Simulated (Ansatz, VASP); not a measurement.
## Ge: VASP beside Ansatz

INCAR

```
SYSTEM = Ge
PREC = Accurate
ENCUT = 520
EDIFF = 1E-6
ISMEAR = 0
SIGMA = 0.2
LREAL = .FALSE.
LASPH = .TRUE.
NELM = 60
ALGO = Normal
ISIF = 2
LWAVE = .FALSE.
LCHARG = .TRUE.
GGA = PE
LELF = .TRUE.
LVHAR = .TRUE.
NBANDS = 36
```

The input KPOINTS:

```
regular mesh
0
G
  8 4 4
  0 0 0
```

POSCAR

```
Ge
1.0
   -1.9147291214     -1.9187364467      0.0000000000
   -3.8294582429      3.8374728934      0.0000000000
    0.0000000000      0.0000000000     -5.4225000494
Ge
4
Direct
    0.0000000000      0.0000000000      0.0000000000
    0.0000000000      0.0000000000      0.5000000000
    0.0000000000      0.5000000000      0.0000000000
    0.0000000000      0.5000000000      0.5000000000
```

Input for Ansatz:

```yaml
crystal:
  lattice:
    - [-1.9147291214, -1.9187364467, 0.0]
    - [-3.8294582429, 3.8374728934, 0.0]
    - [0.0, 0.0, -5.4225000494]
  atoms:
    - { symbol: Ge, position: [0.0, 0.0, 0.0] }
    - { symbol: Ge, position: [0.0, 0.0, 0.5] }
    - { symbol: Ge, position: [0.0, 0.5, 0.0] }
    - { symbol: Ge, position: [0.0, 0.5, 0.5] }
basis:
  ecutwfc: 420
kpoints:
  mp_grid: { grid: [8, 4, 4] }
hamiltonian:
  xc: pbe
scf:
  occupations: { method: gaussian, width: 0.2 }
  lower_state_search: "off"
output:
  forces: true
  stress: true
  eigenvalues: true
```

Alike in both runs: task single point; functional PBE; k mesh 8 × 4 × 4; occupations gaussian, width 0.2 eV; no spin polarisation.

|  | VASP | Ansatz |
| --- | --- | --- |
| version | VASP 6.6.1 | Ansatz 0.2.0 |
| potentials or method | VASP PAW PBE potentials, release 64 (Ge_d), cutoff 520 eV | scalar-relativistic, plane waves, PAW |
| valence electrons in the cell | 56 | 56 |

VASP gave:

| Item | Value |
| --- | --- |
| gap on the k mesh at the Fermi level (eV) | none |
| pressure (GPa) | 1.0 |

Estimate Ansatz's values.

gap on the k mesh at the Fermi level (eV): none; pressure (GPa): 1.1.

A gap of «none» marks a metal or a gap that the smearing closes.
